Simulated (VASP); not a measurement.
# CsI (Pm-3m) in VASP: single point with PBE

Aim: the single point of CsI with PBE.

Program: VASP 6.6.1. These are calculated values, not measurements. Logs are shortened: lines on timing, memory, paths and dates and some standing lists are left out, and cuts for length are marked.

## Step 1: The cell of the first run

Symmetry: Pm-3m, No. 221, cubic system. The conventional cell has a = 4.665 Å, b = 4.665 Å, c = 4.665 Å, α = 90.00°, β = 90.00°, γ = 90.00°. Cs (site symmetry m-3m) has 8 I at 4.04 Å and 6 Cs at 4.67 Å within 5.3 Å. I (site symmetry m-3m) has 8 Cs at 4.04 Å and 6 I at 4.67 Å within 5.3 Å.

## Step 2: Single point, PBE

The input, POSCAR:

```
CsI
1.0
    4.6654671083      0.0000000000      0.0000000000
    0.0000000000      4.6654671083      0.0000000000
    0.0000000000      0.0000000000      4.6654671083
Cs I
1 1
Direct
    0.0000000000      0.0000000000      0.0000000000
    0.5000000000      0.5000000000      0.5000000000
```

The input, INCAR.step1:

```
SYSTEM = CsI
PREC = Accurate ; ENCUT = 400
EDIFF = 1E-6 ; ISMEAR = 0
SIGMA = 0.05 ; LREAL = .False.
LASPH = .True. ; NELM = 120
ALGO = Normal ; ISIF = 2
LWAVE = .False. ; LCHARG = .True.
GGA = PE ; NBANDS = 15
GGA_COMPAT = .False. ; NEDOS = 2001
LORBIT = 11
```

The input, KPOINTS.step1:

```
Automatic mesh
0
Gamma
  8 8 8
  0 0 0
```

The input, INCAR.step2:

```
SYSTEM = CsI
PREC = Accurate ; ENCUT = 400
EDIFF = 1E-6 ; ISMEAR = -5
SIGMA = 0.05 ; LREAL = .False.
LASPH = .True. ; NELM = 120
ALGO = Normal ; ISIF = 2
LWAVE = .False. ; LCHARG = .False.
GGA = PE ; LORBIT = 10
NEDOS = 1001 ; ICHARG = 11
GGA_COMPAT = .False.
```

The input, KPOINTS.step2:

```
Automatic mesh
0
Gamma
  12 12 12
  0 0 0
```

Potentials or basis: VASP PAW PBE potentials, release 64 (Cs_sv, I).

Command:

```sh
$ cat potpaw_PBE.64/Cs_sv/POTCAR potpaw_PBE.64/I/POTCAR > POTCAR
$ cp INCAR.step1 INCAR
$ cp KPOINTS.step1 KPOINTS
$ mpirun -np 1 vasp_std > vasp.out
$ cp INCAR.step2 INCAR
$ cp KPOINTS.step2 KPOINTS
$ mpirun -np 1 vasp_std > vasp.out
```

OUTCAR:

```text
SYSTEM = CsI
   PREC = Accurate
   ENCUT = 400
   EDIFF = 1E-6
   ISMEAR = -5
   LREAL = .False.
   LASPH = .True.
   NELM = 120
   ISIF = 2
   GGA = PE
   LORBIT = 10
   ICHARG = 11

 ion  position               nearest neighbor table
   1  0.000  0.000  0.000-
   2  0.500  0.500  0.500-

  LATTYP: Found a simple cubic cell.
 ALAT       =     4.6654671083

  Lattice vectors:

 A1 = (   4.6654671083,   0.0000000000,   0.0000000000)
 A2 = (   0.0000000000,   4.6654671083,   0.0000000000)
 A3 = (   0.0000000000,   0.0000000000,   4.6654671083)

Analysis of symmetry for initial positions (statically):
=====================================================================
 Subroutine PRICEL returns:
 Original cell was already a primitive cell.

 Routine SETGRP: Setting up the symmetry group for a
 simple cubic supercell.

 Subroutine GETGRP returns: Found 48 space group operations
 (whereof 48 operations were pure point group operations)
 out of a pool of 48 trial point group operations.

The static configuration has the point symmetry O_h .

Analysis of symmetry for dynamics (positions and initial velocities):
=====================================================================
 Subroutine PRICEL returns:
 Original cell was already a primitive cell.

 Routine SETGRP: Setting up the symmetry group for a
 simple cubic supercell.

 Subroutine GETGRP returns: Found 48 space group operations
 (whereof 48 operations were pure point group operations)
 out of a pool of 48 trial point group operations.

The dynamic configuration has the point symmetry O_h .

 Subroutine INISYM returns: Found 48 space group operations
 (whereof 48 operations are pure point group operations),
 and found     1 'primitive' translations

----------------------------------------------------------------------------------------

                                     Primitive cell

  volume of cell :     101.5513

  direct lattice vectors                    reciprocal lattice vectors
     4.665467108  0.000000000  0.000000000     0.214340810  0.000000000  0.000000000
     0.000000000  4.665467108  0.000000000     0.000000000  0.214340810  0.000000000
     0.000000000  0.000000000  4.665467108     0.000000000  0.000000000  0.214340810

  length of vectors
     4.665467108  4.665467108  4.665467108     0.214340810  0.214340810  0.214340810

  position of ions in fractional coordinates (direct lattice)
     0.000000000  0.000000000  0.000000000
     0.500000000  0.500000000  0.500000000

  ion indices of the primitive-cell ions
   primitive index   ion index
                 1           1
                 2           2

----------------------------------------------------------------------------------------

 KPOINTS: Automatic mesh

Automatic generation of k-mesh.
 Grid dimensions read from file:
 generate k-points for:   12   12   12

 Generating k-lattice:

  Cartesian coordinates                     Fractional coordinates (reciprocal lattice)
     0.017861734  0.000000000  0.000000000     0.083333333  0.000000000  0.000000000
     0.000000000  0.017861734  0.000000000     0.000000000  0.083333333  0.000000000
     0.000000000  0.000000000  0.017861734     0.000000000  0.000000000  0.083333333

  Length of vectors
     0.017861734  0.017861734  0.017861734

  Shift w.r.t. Gamma in fractional coordinates (k-lattice)
     0.000000000  0.000000000  0.000000000

 TETIRR: Found    854 inequivalent tetrahedra from    10368

 Subroutine IBZKPT returns following result:
 ===========================================

 Found     84 irreducible k-points:

 Following reciprocal coordinates:
            Coordinates               Weight
  0.000000  0.000000  0.000000      1.000000
  0.083333  0.000000  0.000000      6.000000
  0.166667  0.000000  0.000000      6.000000
  0.250000  0.000000  0.000000      6.000000
  0.333333  0.000000  0.000000      6.000000
  0.416667  0.000000  0.000000      6.000000
[... 16 lines left out ...]
  0.333333  0.333333  0.000000     12.000000
  0.416667  0.333333  0.000000     24.000000
 [... further k-points ...]
   k-points           NKPTS =     84   k-points in BZ     NKDIM =     84   number of bands    NBANDS=     12
   number of dos      NEDOS =   1001   number of ions     NIONS =      2
   total plane-waves  NPLWV =  27000
   dimension x,y,z NGX =    30 NGY =   30 NGZ =   30
   dimension x,y,z NGXF=    60 NGYF=   60 NGZF=   60
   ions per type =               1   1
   NGX,Y,Z   is equivalent  to a cutoff of  10.69, 10.69, 10.69 a.u.
   NGXF,Y,Z  is equivalent  to a cutoff of  21.38, 21.38, 21.38 a.u.
 SYSTEM =  CsI
   PREC   = accura    normal or accurate (medium, high low for compatibility)
   ISTART =      0    job   : 0-new  1-cont  2-samecut
   ICHARG =     11    charge: 1-file 2-atom 10-const
   ISPIN  =      1    spin polarized calculation?
   LNONCOLLINEAR =      F non collinear calculations
   LSORBIT =      F    spin-orbit coupling
   LASPH  =      T    aspherical Exc in radial PAW
   ENCUT  =  400.0 eV  29.40 Ry    5.42 a.u.   7.61  7.61  7.61*2*pi/ulx,y,z
   NELM   =    120;   NELMIN=  2; NELMDL=  0     # of ELM steps
   EDIFF  = 0.1E-05   stopping-criterion for ELM
   LREAL  =      F    real-space projection
[... 7 lines left out ...]
   TEBEG  =    0.0;   TEEND  =   0.0 temperature during run
   PSTRESS=    0.0 pullay stress
   NELECT =      16.0000    total number of electrons
   NUPDOWN=      -1.0000    fix difference up-down
   EMIN   =  10.00;   EMAX   =-10.00  energy-range for DOS
   EFERMI =   0.00;   METHOD = LEGACY
   ISMEAR =    -5;   SIGMA  =   0.05  broadening in eV -4-tet -1-fermi 0-gaus
   EFERMI_NEDOS =   21; number of points for ismear=-14 and -15
   IALGO  =     38    algorithm
   IMIX   =      4    mixing-type and parameters
     AMIX     =   0.40;   BMIX     =  1.00
     AMIX_MAG =   1.60;   BMIX_MAG =  1.00
  volume/ion in A,a.u.               =      50.78       342.65
  Fermi-wavevector in a.u.,A,eV,Ry     =   0.884205  1.670905 10.637289  0.781819
  Thomas-Fermi vector in A             =   2.005074
   LORBIT       =     10    0 simple, 1 ext, 2 COOP (PROOUT), +10 PAW based schemes
   GGA     = PE    functional components
   LHFCALC =     F    Hartree Fock is set to
   AEXX    =    0.0000 exact exchange contribution
   IVDW    =     0    specifies the selected vdW correction
   LEPSILON=     F    determine dielectric tensor
   LRPA    =     F    only Hartree local field effects (RPA)
 non-spin polarized calculation
 Fermi weights with tetrahedron method with Bloechl corrections
  energy-cutoff  :      400.00
  volume of cell :      101.55
 maximum number of plane-waves:      1860

 number of electron      15.9999999 magnetization

 Free energy of the ion-electron system (eV)
  ---------------------------------------------------
  ext. energy  EPLUGINS =         0.00000000
  ---------------------------------------------------
  free energy    TOTEN  =        -5.44280781 eV

  energy without entropy =       -5.44280781  energy(sigma->0) =       -5.44280781

 E-fermi :   0.4600     XC(G=0):  -7.4971

 val. band max:        0.4468689623   @ k =   0.5000   0.5000   0.0000
 cond. band min:       4.1244619909   @ k =   0.0000   0.0000   0.0000
 fundamental gap:      3.6775930286
 Fermi energy:         0.4599647949

 k-point     1 :       0.0000    0.0000    0.0000
  band No.  band energies     occupation
      1     -20.0296      2.00000
      2     -10.1162      2.00000
      3      -6.7390      2.00000
      4      -6.7390      2.00000
      5      -6.7390      2.00000
      6       0.3506      2.00000
      7       0.3506      2.00000
      8       0.3506      2.00000
      9       4.1245      0.00000
     10       4.7156      0.00000
     11       4.7156      0.00000
     12       8.0669      0.00000

 k-point     2 :       0.0833    0.0000    0.0000
  band No.  band energies     occupation
      1     -20.0283      2.00000
      2     -10.1160      2.00000
      3      -6.7490      2.00000
      4      -6.7358      2.00000
      5      -6.7358      2.00000
      6       0.2282      2.00000
      7       0.3432      2.00000
      8       0.3432      2.00000
      9       4.2806      0.00000
     10       4.7552      0.00000
     11       4.8541      0.00000
     12       8.0792      0.00000

 k-point     3 :       0.1667    0.0000    0.0000
  band No.  band energies     occupation
      1     -20.0250      2.00000
      2     -10.1158      2.00000
      3      -6.7752      2.00000
      4      -6.7270      2.00000
      5      -6.7270      2.00000
      6      -0.0669      2.00000
      7       0.3230      2.00000
      8       0.3230      2.00000
      9       4.6769      0.00000
     10       4.8725      0.00000
     11       5.2496      0.00000
     12       7.9923      0.00000
[... 286 lines left out ...]
 k-point    23 :       0.3333    0.3333    0.0000
  band No.  band energies     occupation
      1     -20.0030      2.00000
      2     -10.0379      2.00000
      3      -6.9620      2.00000
      4      -6.8816      2.00000
      5      -6.6758      2.00000
      6      -0.4730      2.00000
      7      -0.2297      2.00000
      8       0.3589      2.00000
      9       5.1962      0.00000
     10       5.7114      0.00000
     11       6.8064      0.00000
     12       7.3817      0.00000

 k-point    24 :       0.4167    0.3333    0.0000
  band No.  band energies     occupation
      1     -19.9999      2.00000
      2     -10.0181      2.00000
      3      -6.9847      2.00000
      4      -6.9307      2.00000
      5      -6.6692      2.00000
      6      -0.4977      2.00000
      7      -0.2462      2.00000
      8       0.3823      2.00000
      9       5.0705      0.00000
     10       5.6289      0.00000
     11       6.7406      0.00000
     12       7.0406      0.00000

 [... further k-points ...]

------------------------ aborting loop because EDIFF is reached ----------------------------------------

  FORCE on cell =-STRESS in cart. coord.  units (eV):
  Direction    XX          YY          ZZ          XY          YZ          ZX
  --------------------------------------------------------------------------------------
  -------------------------------------------------------------------------------------
  Total        0.0139265      0.0139265      0.0139265     -0.0000000     -0.0000000      0.0000000
  in kB        0.2197185      0.2197185      0.2197185     -0.0000000     -0.0000000      0.0000000
  external PRESSURE =       0.2197185 kB  Pullay stress =       0.0000000 kB

 VOLUME and BASIS-vectors are now :
 -----------------------------------------------------------------------------
  energy-cutoff  :      400.00
  volume of cell :      101.55
      direct lattice vectors                 reciprocal lattice vectors
     4.665467108  0.000000000  0.000000000     0.214340810  0.000000000  0.000000000
     0.000000000  4.665467108  0.000000000     0.000000000  0.214340810  0.000000000
     0.000000000  0.000000000  4.665467108     0.000000000  0.000000000  0.214340810

 POSITION                                       TOTAL-FORCE (eV/Angst)
 -----------------------------------------------------------------------------------
      0.00000      0.00000      0.00000         0.000000      0.000000      0.000000
      2.33273      2.33273      2.33273         0.000000      0.000000      0.000000
 -----------------------------------------------------------------------------------
    total drift:                                0.000000     -0.000000     -0.000000

  FREE ENERGIE OF THE ION-ELECTRON SYSTEM (eV)
  ---------------------------------------------------
  free  energy   TOTEN  =        -5.4428078074 eV

  energy  without entropy=       -5.4428078074  energy(sigma->0) =       -5.44280781

 total charge

# of ion       s       p       d       tot
------------------------------------------
    1        1.842   4.705   0.024   6.572
    2        1.495   2.832   0.002   4.328
--------------------------------------------------
tot          3.337   7.537   0.026  10.900
```

It took 74 s on 1 thread of Intel Xeon 8259CL, shared host; peak memory 0.21 GiB.

What came out:

| Item | Value |
| --- | --- |
| Valence electrons inside the program's atomic spheres | Cs 6.57; I 4.33 |

Levels at points of the mesh, in eV from the valence-band top:
```
           k point  band 4  band 5  band 6  band 7  band 8  band 9  band 10  band 11  band 12
(0.00, 0.00, 0.00)   -7.19   -7.19   -0.10   -0.10   -0.10    3.68     4.27     4.27     7.62
(0.50, 0.00, 0.00)   -7.14   -7.14   -1.41   -0.21   -0.21    5.21     6.22     6.44     6.85
(0.50, 0.50, 0.00)   -7.48   -7.11   -0.81   -0.81    0.00    4.25     4.89     6.08     6.08
(0.50, 0.50, 0.50)   -7.40   -7.40   -1.16   -1.16   -1.16    6.98     6.98     6.98     7.57
```

Caveat: spin-orbit coupling is left out, which moves the levels of the heavy elements.
